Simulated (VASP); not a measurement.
# Sc (Fm-3m) in VASP: notebook, part 2 of 2

VASP 6.6.1. Earlier steps stand in the parts before.

### Step 3. Single point, PBEsol

The input, INCAR:

```
PREC = Accurate
ENCUT = 520
EDIFF = 1E-7
ISMEAR = -1
SIGMA = 0.05
LREAL = False
LASPH = True
NELM = 60
ALGO = Normal
ISIF = 2
LWAVE = False
LCHARG = True
GGA = PS
LELF = True
LVHAR = True
NBANDS = 12
```

The input, KPOINTS:

```
Automatic mesh
0
Gamma
  17 17 17
```

The input, POSCAR:

```
Sc
1.0
    0.0000000000      1.9243516736      1.9243516736
    1.9243516736      0.0000000000      1.9243516736
    1.9243516736      1.9243516736      0.0000000000
Sc
1
Direct
    0.0000000000      0.0000000000      0.0000000000
```

Potentials or basis: VASP PAW PBE potentials, release 64 (Sc_sv).

Command:

```bash
cat potpaw_PBE.64/Sc_sv/POTCAR > POTCAR
mpirun -np 1 vasp_std > vasp.out
```

OUTCAR:

```text
PREC = Accurate
   ENCUT = 520
   EDIFF = 1E-7
   ISMEAR = -1
   LREAL = False
   LASPH = True
   NELM = 60
   ISIF = 2
   GGA = PS

 ion  position               nearest neighbor table
   1  0.000  0.000  0.000-

  LATTYP: Found a face centered cubic cell.
 ALAT       =     3.8487033472

  Lattice vectors:

 A1 = (   0.0000000000,   1.9243516736,   1.9243516736)
 A2 = (   1.9243516736,   0.0000000000,   1.9243516736)
 A3 = (   1.9243516736,   1.9243516736,   0.0000000000)

Analysis of symmetry for initial positions (statically):
=====================================================================
 Subroutine PRICEL returns:
 Original cell was already a primitive cell.

 Routine SETGRP: Setting up the symmetry group for a
 face centered cubic supercell.

 Subroutine GETGRP returns: Found 48 space group operations
 (whereof 48 operations were pure point group operations)
 out of a pool of 48 trial point group operations.

The static configuration has the point symmetry O_h .

Analysis of symmetry for dynamics (positions and initial velocities):
=====================================================================
 Subroutine PRICEL returns:
 Original cell was already a primitive cell.

 Routine SETGRP: Setting up the symmetry group for a
 face centered cubic supercell.

 Subroutine GETGRP returns: Found 48 space group operations
 (whereof 48 operations were pure point group operations)
 out of a pool of 48 trial point group operations.

The dynamic configuration has the point symmetry O_h .

 Subroutine INISYM returns: Found 48 space group operations
 (whereof 48 operations are pure point group operations),
 and found     1 'primitive' translations

----------------------------------------------------------------------------------------

                                     Primitive cell

  volume of cell :      14.2522

  direct lattice vectors                    reciprocal lattice vectors
     0.000000000  1.924351674  1.924351674    -0.259827768  0.259827768  0.259827768
     1.924351674  0.000000000  1.924351674     0.259827768 -0.259827768  0.259827768
     1.924351674  1.924351674  0.000000000     0.259827768  0.259827768 -0.259827768

  length of vectors
     2.721444236  2.721444236  2.721444236     0.450034895  0.450034895  0.450034895

  position of ions in fractional coordinates (direct lattice)
     0.000000000  0.000000000  0.000000000

  ion indices of the primitive-cell ions
   primitive index   ion index
                 1           1

----------------------------------------------------------------------------------------

 KPOINTS: Automatic mesh

Automatic generation of k-mesh.
 Grid dimensions read from file:
 generate k-points for:   17   17   17

 Generating k-lattice:

  Cartesian coordinates                     Fractional coordinates (reciprocal lattice)
    -0.015283986  0.015283986  0.015283986     0.058823529  0.000000000  0.000000000
     0.015283986 -0.015283986  0.015283986     0.000000000  0.058823529  0.000000000
     0.015283986  0.015283986 -0.015283986     0.000000000  0.000000000  0.058823529

  Length of vectors
     0.026472641  0.026472641  0.026472641

  Shift w.r.t. Gamma in fractional coordinates (k-lattice)
     0.000000000  0.000000000  0.000000000

 Subroutine IBZKPT returns following result:
 ===========================================

 Found    165 irreducible k-points:

 Following reciprocal coordinates:
            Coordinates               Weight
  0.000000  0.000000  0.000000      1.000000
  0.058824  0.000000  0.000000      8.000000
  0.117647  0.000000  0.000000      8.000000
  0.176471  0.000000  0.000000      8.000000
  0.235294  0.000000  0.000000      8.000000
  0.294118  0.000000  0.000000      8.000000
[... 16 lines left out ...]
 -0.176471  0.058824  0.000000     24.000000
 -0.117647  0.058824  0.000000     24.000000
 [... further k-points ...]
   k-points           NKPTS =    165   k-points in BZ     NKDIM =    165   number of bands    NBANDS=     12
   number of dos      NEDOS =    301   number of ions     NIONS =      1
   total plane-waves  NPLWV =   8000
   dimension x,y,z NGX =    20 NGY =   20 NGZ =   20
   dimension x,y,z NGXF=    40 NGYF=   40 NGZF=   40
   ions per type =               1
   NGX,Y,Z   is equivalent  to a cutoff of  12.22, 12.22, 12.22 a.u.
   NGXF,Y,Z  is equivalent  to a cutoff of  24.43, 24.43, 24.43 a.u.
 SYSTEM =  unknown system
   PREC   = accura    normal or accurate (medium, high low for compatibility)
   ISTART =      0    job   : 0-new  1-cont  2-samecut
   ICHARG =      2    charge: 1-file 2-atom 10-const
   ISPIN  =      1    spin polarized calculation?
   LNONCOLLINEAR =      F non collinear calculations
   LSORBIT =      F    spin-orbit coupling
   LASPH  =      T    aspherical Exc in radial PAW
   ENCUT  =  520.0 eV  38.22 Ry    6.18 a.u.   5.06  5.06  5.06*2*pi/ulx,y,z
   NELM   =     60;   NELMIN=  2; NELMDL= -5     # of ELM steps
   EDIFF  = 0.1E-06   stopping-criterion for ELM
   LREAL  =      F    real-space projection
   EDIFFG = 0.1E-05   stopping-criterion for IOM
   NSW    =      0    number of steps for IOM
   IBRION =     -1    ionic relax: 0-MD 1-quasi-New 2-CG
   NFREE  =      0    steps in history (QN), initial steepest desc. (CG)
   ISIF   =      2    stress and relaxation
   ISYM   =      2    0-nonsym 1-usesym 2-fastsym
   POTIM  = 0.5000    time-step for ionic-motion
   TEBEG  =    0.0;   TEEND  =   0.0 temperature during run
   PSTRESS=    0.0 pullay stress
   NELECT =      11.0000    total number of electrons
   NUPDOWN=      -1.0000    fix difference up-down
   EMIN   =  10.00;   EMAX   =-10.00  energy-range for DOS
   EFERMI =   0.00;   METHOD = LEGACY
   ISMEAR =    -1;   SIGMA  =   0.05  broadening in eV -4-tet -1-fermi 0-gaus
   EFERMI_NEDOS =   21; number of points for ismear=-14 and -15
   IALGO  =     38    algorithm
   IMIX   =      4    mixing-type and parameters
     AMIX     =   0.40;   BMIX     =  1.00
     AMIX_MAG =   1.60;   BMIX_MAG =  1.00
  volume/ion in A,a.u.               =      14.25        96.18
  Fermi-wavevector in a.u.,A,eV,Ry     =   1.501682  2.837767 30.681799  2.255049
  Thomas-Fermi vector in A             =   2.613021
   LORBIT       =      0    0 simple, 1 ext, 2 COOP (PROOUT), +10 PAW based schemes
   GGA     = PS    functional components
   LHFCALC =     F    Hartree Fock is set to
   AEXX    =    0.0000 exact exchange contribution
   IVDW    =     0    specifies the selected vdW correction
   LEPSILON=     F    determine dielectric tensor
   LRPA    =     F    only Hartree local field effects (RPA)
 non-spin polarized calculation
  energy-cutoff  :      520.00
  volume of cell :       14.25
 maximum number of plane-waves:       392
   NGX = 11   NGY = 11   NGZ = 11

 number of electron      10.9999999 magnetization

 Free energy of the ion-electron system (eV)
  ---------------------------------------------------
  ext. energy  EPLUGINS =         0.00000000
  ---------------------------------------------------
  free energy    TOTEN  =        -5.34810369 eV

  energy without entropy =       -5.34037098  energy(sigma->0) =       -5.34423734

 E-fermi :   7.4217     XC(G=0): -12.4968

 val. band max:        7.4147864469   @ k =   0.2353   0.2353   0.0000
 cond. band min:       7.4709231649   @ k =   0.3529   0.1765   0.0000
 fundamental gap:      0.0561367181
 Fermi energy:         7.4216902999

 k-point     1 :       0.0000    0.0000    0.0000
  band No.  band energies     occupation
      1     -40.7750      2.00000
      2     -18.3201      2.00000
      3     -18.3201      2.00000
      4     -18.3201      2.00000
      5       2.0366      2.00000
      6       9.6447      0.00000
      7       9.6447      0.00000
      8       9.6447      0.00000
      9      12.3843      0.00000
     10      12.3843      0.00000
     11      23.4147      0.00000
     12      29.2953      0.00000

 k-point     2 :       0.0588    0.0000    0.0000
  band No.  band energies     occupation
      1     -40.7581      2.00000
      2     -18.4007      2.00000
      3     -18.3288      2.00000
      4     -18.3288      2.00000
      5       2.1915      2.00000
      6       9.5201      0.00000
      7       9.7097      0.00000
      8       9.7097      0.00000
      9      12.3272      0.00000
     10      12.3272      0.00000
     11      23.6679      0.00000
     12      28.2901      0.00000
[... 316 lines left out ...]
 k-point    24 :      -0.1176    0.0588    0.0000
  band No.  band energies     occupation
      1     -40.6731      2.00000
      2     -18.7627      2.00000
      3     -18.4245      2.00000
      4     -18.3490      2.00000
      5       2.9551      2.00000
      6       8.9613      0.00000
      7       9.9922      0.00000
      8       9.9995      0.00000
      9      11.8593      0.00000
     10      12.4082      0.00000
     11      24.7779      0.00000
     12      26.0300      0.00000

 [... further k-points ...]
[... 5 lines left out ...]
  --------------------------------------------------------------------------------------
  -------------------------------------------------------------------------------------
  Total        5.2109130      5.2109130      5.2109130      0.0000000     -0.0000000      0.0000000
  in kB      585.7888311    585.7888311    585.7888311      0.0000000     -0.0000000      0.0000000
  external PRESSURE =     585.7888311 kB  Pullay stress =       0.0000000 kB

 VOLUME and BASIS-vectors are now :
 -----------------------------------------------------------------------------
  energy-cutoff  :      520.00
  volume of cell :       14.25
      direct lattice vectors                 reciprocal lattice vectors
     0.000000000  1.924351674  1.924351674    -0.259827768  0.259827768  0.259827768
     1.924351674  0.000000000  1.924351674     0.259827768 -0.259827768  0.259827768
     1.924351674  1.924351674  0.000000000     0.259827768  0.259827768 -0.259827768

 POSITION                                       TOTAL-FORCE (eV/Angst)
 -----------------------------------------------------------------------------------
      0.00000      0.00000      0.00000        -0.000000     -0.000000     -0.000000
 -----------------------------------------------------------------------------------
    total drift:                                0.000000      0.000000      0.000000

  FREE ENERGIE OF THE ION-ELECTRON SYSTEM (eV)
  ---------------------------------------------------
  free  energy   TOTEN  =        -5.3481036949 eV

  energy  without entropy=       -5.3403709826  energy(sigma->0) =       -5.34423734
```

stdout:

```text
POSCAR found type information on POSCAR Sc
 POSCAR found :  1 types and       1 ions
 scaLAPACK will be used
 -----------------------------------------------------------------------------
|                                                                             |
|                                                                             |
|     You enforced a specific xc type in the INCAR file but a different       |
|     I HOPE YOU KNOW WHAT YOU ARE DOING!                                     |
|                                                                             |
 -----------------------------------------------------------------------------

 LDA part: xc-table for (Slater+PW92), standard interpolation
 POSCAR, INCAR and KPOINTS ok, starting setup
 FFT: planning ... GRIDC
 FFT: planning ... GRID_SOFT
 FFT: planning ... GRID
 WAVECAR not read
 entering main loop
```

Run time: 21 s. Hardware: 1 thread of Intel Xeon Platinum 8375C at 2.90GHz (Ice Lake), shared host; peak memory 0.14 GiB.

Results:

```
Free energy : -5.3481 eV
Pressure    : 58.6 GPa
```

Caveat: the PAW data sets were made with another functional, which shifts forces and pressure a little.
